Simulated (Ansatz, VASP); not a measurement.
**One calculation of GaN, two programs**

```xyz
2
Lattice="0.0000 2.4649 1.6022 2.4649 0.0000 1.6022 2.4649 2.4649 0.0000" Properties=species:S:1:pos:R:3 pbc="T T T"
Ga    0.0000    0.0000    0.0000
N     2.4649    2.4649    1.6022
```

Alike in both runs: task single point; functional PBEsol; k mesh 16 × 16 × 16; occupations gaussian, width 0.03 eV; no spin polarisation.

|  | VASP | Ansatz |
| --- | --- | --- |
| version | VASP 6.6.1 | Ansatz 0.2.0 |
| potentials or method | VASP PAW PBE potentials, release 64 (Ga_d, N), cutoff 520 eV | scalar-relativistic, plane waves, PAW |
| valence electrons in the cell | 18 | 18 |

```csv
,VASP,Ansatz,Ansatz less VASP
gap on the k mesh at the Fermi level (eV),3.17,3.18,+0.002
least direct gap on the mesh (eV),3.32,3.33,+0.012
```

VASP's potentials were made for PBE, not for PBEsol. With one functional, cell and mesh, what is left measures potentials, basis and numerics.
